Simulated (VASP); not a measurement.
# Ag2O (Pn-3m) in VASP: vibrations by perturbation theory with PBE

Aim: the vibrations by perturbation theory of Ag2O with PBE.

All numbers are computed with VASP 6.6.1; they aren't measurements. Logs are shortened: lines on timing, memory, paths and dates and some standing lists are left out, and cuts for length are marked.

## Step 1: The cell of the first run

It takes space group Pn-3m (No. 224, cubic). Conventional cell: a = 4.814 Å, b = 4.814 Å, c = 4.814 Å, α = 90.00°, β = 90.00°, γ = 90.00°. Ag (site symmetry -3m) has 2 O at 2.08 Å within 2.8 Å. Within 2.8 Å of O (site symmetry -43m) lie 4 Ag at 2.08 Å.

## Step 2: Vibrations by perturbation theory, PBE

The input, INCAR:

```
SYSTEM = Ag2O
PREC = Accurate ; ENCUT = 600
EDIFF = 1E-8 ; ISMEAR = -1
SIGMA = 0.15 ; LREAL = .False.
LASPH = .True. ; NELM = 120
ALGO = Normal ; ISIF = 2
LWAVE = .False. ; LCHARG = .False.
GGA = PE ; NBANDS = 37
IBRION = 8 ; NSW = 1
GGA_COMPAT = .False.
```

The input, KPOINTS:

```
regular mesh
0
Gamma
  8 8 8
  0 0 0
```

The input, POSCAR:

```
Ag2O
1.0
    4.8143009112      0.0000000000      0.0000000000
    0.0000000000      4.8143009112      0.0000000000
    0.0000000000      0.0000000000      4.8143009112
Ag O
4 2
Direct
    0.2500000000      0.2500000000      0.2500000000
    0.2500000000      0.7500000000      0.7500000000
    0.7500000000      0.7500000000      0.2500000000
    0.7500000000      0.2500000000      0.7500000000
    0.0000000000      0.0000000000      0.0000000000
    0.5000000000      0.5000000000      0.5000000000
```

Potentials or basis: VASP PAW PBE potentials, release 64 (Ag, O).

Run with:

```
$ cat potpaw_PBE.64/Ag/POTCAR potpaw_PBE.64/O/POTCAR > POTCAR
$ mpirun -np 1 vasp_std > vasp.out
```

OUTCAR:

```text
SYSTEM = Ag2O
   PREC = Accurate
   ENCUT = 600
   EDIFF = 1E-8
   ISMEAR = -1
   LREAL = .False.
   LASPH = .True.
   NELM = 120
   ISIF = 2
   GGA = PE
   IBRION = 8
   NSW = 1

 ion  position               nearest neighbor table
   1  0.250  0.250  0.250-   5 2.08   6 2.08   4 3.40   2 3.40   3 3.40   2 3.40   4 3.40   2 3.40
                             3 3.40   2 3.40   3 3.40   4 3.40   4 3.40   3 3.40
   2  0.250  0.750  0.750-   5 2.08   6 2.08   4 3.40   1 3.40   3 3.40   1 3.40   3 3.40   1 3.40
                             4 3.40   1 3.40   3 3.40   4 3.40   3 3.40   4 3.40
   3  0.750  0.750  0.250-   5 2.08   6 2.08   4 3.40   1 3.40   2 3.40   2 3.40   4 3.40   1 3.40
                             4 3.40   4 3.40   1 3.40   2 3.40   2 3.40   1 3.40
   4  0.750  0.250  0.750-   5 2.08   6 2.08   3 3.40   1 3.40   2 3.40   1 3.40   3 3.40   2 3.40
                             3 3.40   3 3.40   1 3.40   2 3.40   1 3.40   2 3.40
   5  0.000  0.000  0.000-   1 2.08   2 2.08   3 2.08   4 2.08
   6  0.500  0.500  0.500-   1 2.08   2 2.08   3 2.08   4 2.08

  LATTYP: Found a simple cubic cell.
 ALAT       =     4.8143009112

  Lattice vectors:

 A1 = (   4.8143009112,   0.0000000000,   0.0000000000)
 A2 = (   0.0000000000,   4.8143009112,   0.0000000000)
 A3 = (   0.0000000000,   0.0000000000,   4.8143009112)

Analysis of symmetry for initial positions (statically):
=====================================================================
 Subroutine PRICEL returns:
 Original cell was already a primitive cell.

 Routine SETGRP: Setting up the symmetry group for a
 simple cubic supercell.

 Subroutine GETGRP returns: Found 48 space group operations
 (whereof 24 operations were pure point group operations)
 out of a pool of 48 trial point group operations.

The static configuration has the point symmetry T_d .
 The point group associated with its full space group is O_h .

Analysis of symmetry for dynamics (positions and initial velocities):
=====================================================================
 Subroutine PRICEL returns:
 Original cell was already a primitive cell.

 Routine SETGRP: Setting up the symmetry group for a
 simple cubic supercell.

 Subroutine GETGRP returns: Found 48 space group operations
 (whereof 24 operations were pure point group operations)
 out of a pool of 48 trial point group operations.

The dynamic configuration has the point symmetry T_d .
 The point group associated with its full space group is O_h .

 Subroutine INISYM returns: Found 48 space group operations
[... 1134 lines left out ...]
 VOLUME and BASIS-vectors are now :
 -----------------------------------------------------------------------------
  energy-cutoff  :      600.00
  volume of cell :      111.58
      direct lattice vectors                 reciprocal lattice vectors
     4.814300911  0.000000000  0.000000000     0.207714478  0.000000000  0.000000000
     0.000000000  4.814300911  0.000000000     0.000000000  0.207714478  0.000000000
     0.000000000  0.000000000  4.814300911     0.000000000  0.000000000  0.207714478

 POSITION                                       TOTAL-FORCE (eV/Angst)
 -----------------------------------------------------------------------------------
      1.20358      1.20358      1.20358         0.000000      0.000000     -0.000000
      1.20358      3.61073      3.61073         0.000000     -0.000000     -0.000000
      3.61073      3.61073      1.20358        -0.000000      0.000000      0.000000
      3.61073      1.20358      3.61073         0.000000     -0.000000      0.000000
      0.00000      0.00000      0.00000        -0.000000      0.000000      0.000000
      2.40715      2.40715      2.40715        -0.000000      0.000000      0.000000
 -----------------------------------------------------------------------------------
    total drift:                                0.000000     -0.000000     -0.000000

  FREE ENERGIE OF THE ION-ELECTRON SYSTEM (eV)
  ---------------------------------------------------
  free  energy   TOTEN  =       -21.4793557064 eV

  energy  without entropy=      -21.4355989944  energy(sigma->0) =      -21.45747735

[... ionic steps 2 to 15 ...]

--------------------------------------- Ionic step       16  -------------------------------------------

 Free energy of the ion-electron system (eV)
  ---------------------------------------------------
  ---------------------------------------------------
  free energy    TOTEN  =        -0.36876061 eV

  energy without entropy =       -0.36876061

------------------------ aborting loop because EDIFF is reached ----------------------------------------

 INTERNAL STRAIN TENSOR  FOR ION    5  DIRECTION 1   (eV/Angst):
 -----------------------------------------------------------------------------
    -0.00387 -0.00000  0.00000
     0.00000  0.00190 10.40068
     0.00000 10.40068  0.00190

 INTERNAL STRAIN TENSOR FOR ION    6 for displacements in x,y,z  (eV/Angst):
          X           Y           Z          XY          YZ          ZX
  --------------------------------------------------------------------------------
  x     0.00000     0.00000     0.00000     0.00000   -10.40068     0.00000
  y     0.00000     0.00000     0.00000    -0.00000     0.00000   -10.40068
  z     0.00000     0.00000     0.00000   -10.40068     0.00000     0.00000

 SECOND DERIVATIVES (NOT SYMMETRIZED)
 ------------------------------------
               1X          1Y          1Z          2X          2Y          2Z          3X          3Y          3Z          4X          4Y          4Z          5X          5Y          5Z          6X          6Y          6Z
  1X    -6.992576   -5.857569   -5.857569   -0.414600    0.305560    0.305560    0.431962    0.572968   -0.304315    0.431962   -0.304315    0.572968    3.271626    2.641678    2.641678    3.271626    2.641678    2.641678
  1Y    -5.857569   -6.992576   -5.857569   -0.304315    0.431962    0.572968    0.572968    0.431962   -0.304315    0.305560   -0.414600    0.305560    2.641678    3.271626    2.641678    2.641678    3.271626    2.641678
  1Z    -5.857569   -5.857569   -6.992576   -0.304315    0.572968    0.431962    0.305560    0.305560   -0.414600    0.572968   -0.304315    0.431962    2.641678    2.641678    3.271626    2.641678    2.641678    3.271626
  2X    -0.414600   -0.305560   -0.305560   -6.992576    5.857569    5.857569    0.431962    0.304315   -0.572968    0.431962   -0.572968    0.304315    3.271626   -2.641678   -2.641678    3.271626   -2.641678   -2.641678
  2Y     0.304315    0.431962    0.572968    5.857569   -6.992576   -5.857569   -0.305560   -0.414600    0.305560   -0.572968    0.431962   -0.304315   -2.641678    3.271626    2.641678   -2.641678    3.271626    2.641678
  2Z     0.304315    0.572968    0.431962    5.857569   -5.857569   -6.992576   -0.572968   -0.304315    0.431962   -0.305560    0.305560   -0.414600   -2.641678    2.641678    3.271626   -2.641678    2.641678    3.271626
  3X     0.431962    0.572968    0.304315    0.431962   -0.304315   -0.572968   -6.992576   -5.857569    5.857569   -0.414600    0.305560   -0.305560    3.271626    2.641678   -2.641678    3.271626    2.641678   -2.641678
  3Y     0.572968    0.431962    0.304315    0.305560   -0.414600   -0.305560   -5.857569   -6.992576    5.857569   -0.304315    0.431962   -0.572968    2.641678    3.271626   -2.641678    2.641678    3.271626   -2.641678
  3Z    -0.305560   -0.305560   -0.414600   -0.572968    0.304315    0.431962    5.857569    5.857569   -6.992576    0.304315   -0.572968    0.431962   -2.641678   -2.641678    3.271626   -2.641678   -2.641678    3.271626
  4X     0.431962    0.304315    0.572968    0.431962   -0.572968   -0.304315   -0.414600   -0.305560    0.305560   -6.992576    5.857569   -5.857569    3.271626   -2.641678    2.641678    3.271626   -2.641678    2.641678
  4Y    -0.305560   -0.414600   -0.305560   -0.572968    0.431962    0.304315    0.304315    0.431962   -0.572968    5.857569   -6.992576    5.857569   -2.641678    3.271626   -2.641678   -2.641678    3.271626   -2.641678
  4Z     0.572968    0.304315    0.431962    0.305560   -0.305560   -0.414600   -0.304315   -0.572968    0.431962   -5.857569    5.857569   -6.992576    2.641678   -2.641678    3.271626    2.641678   -2.641678    3.271626
  5X     3.264405    2.642834    2.642834    3.264405   -2.642834   -2.642834    3.264405    2.642834   -2.642834    3.264405   -2.642834    2.642834  -11.272600   -0.000000   -0.000000   -1.785022   -0.000000   -0.000000
  5Y     2.642834    3.264405    2.642834   -2.642834    3.264405    2.642834    2.642834    3.264405   -2.642834   -2.642834    3.264405   -2.642834   -0.000000  -11.272600   -0.000000   -0.000000   -1.785022   -0.000000
  5Z     2.642834    2.642834    3.264405   -2.642834    2.642834    3.264405   -2.642834   -2.642834    3.264405    2.642834   -2.642834    3.264405   -0.000000   -0.000000  -11.272600   -0.000000   -0.000000   -1.785022
  6X     3.264405    2.642834    2.642834    3.264405   -2.642834   -2.642834    3.264405    2.642834   -2.642834    3.264405   -2.642834    2.642834   -1.785022   -0.000000   -0.000000  -11.272600   -0.000000   -0.000000
  6Y     2.642834    3.264405    2.642834   -2.642834    3.264405    2.642834    2.642834    3.264405   -2.642834   -2.642834    3.264405   -2.642834   -0.000000   -1.785022   -0.000000   -0.000000  -11.272600   -0.000000
  6Z     2.642834    2.642834    3.264405   -2.642834    2.642834    3.264405   -2.642834   -2.642834    3.264405    2.642834   -2.642834    3.264405   -0.000000   -0.000000   -1.785022   -0.000000   -0.000000  -11.272600

 Eigenvectors and eigenvalues of the dynamical matrix
 ----------------------------------------------------

   1 f  =   15.310403 THz    96.198101 2PiTHz  510.700080 cm-1    63.318712 meV
             X         Y         Z           dx          dy          dz
      1.203575  1.203575  1.203575    -0.105408   -0.105408   -0.125525
      1.203575  3.610726  3.610726     0.105408   -0.105408   -0.125525
      3.610726  3.610726  1.203575     0.105408    0.105408   -0.125525
      3.610726  1.203575  3.610726    -0.105408    0.105408   -0.125525
      0.000000  0.000000  0.000000     0.000000    0.000000    0.651187
      2.407150  2.407150  2.407150     0.000000    0.000000    0.651187
[... 145 lines left out ...]
  18 f/i=    0.007291 THz     0.045813 2PiTHz    0.243214 cm-1     0.030155 meV
             X         Y         Z           dx          dy          dz
      1.203575  1.203575  1.203575     0.055120    0.479316    0.001489
      1.203575  3.610726  3.610726     0.053683    0.479153    0.001326
      3.610726  3.610726  1.203575     0.055118    0.479314   -0.000109
      3.610726  1.203575  3.610726     0.053685    0.479151    0.000054
      0.000000  0.000000  0.000000     0.021026    0.185221    0.000267
      2.407150  2.407150  2.407150     0.021026    0.185221    0.000267

--------------------------------------------------------------------------------------------------------

 ELASTIC MODULI CONTR FROM IONIC RELAXATION (kBar)
 Direction    XX          YY          ZZ          XY          YZ          ZX
 --------------------------------------------------------------------------------
 XX          -0.0000      0.0000      0.0000      0.0000     -0.0000      0.0000
 YY           0.0000     -0.0000      0.0000      0.0000      0.0000     -0.0000
 ZZ           0.0000      0.0000     -0.0000     -0.0000      0.0000      0.0000
 XY           0.0000      0.0000     -0.0000   -327.4230      0.0000      0.0000
 YZ          -0.0000      0.0000      0.0000      0.0000   -327.4230     -0.0000
 ZX           0.0000     -0.0000      0.0000      0.0000     -0.0000   -327.4230
 --------------------------------------------------------------------------------
```

It took 14 min on 1 thread of Intel Xeon 6975P-C (Granite Rapids), shared host; peak memory 1.4 GiB.

What came out:

```
Highest phonon frequency at Γ, LO-TO splitting left out : 511 cm⁻¹
```

Phonon frequencies in cm⁻¹ (negative: imaginary):
| q point | frequencies |
| --- | --- |
| (0.000, 0.000, 0.000) | 0 0 0 44 44 44 56 56 94 94 94 237 402 402 402 511 511 511 |
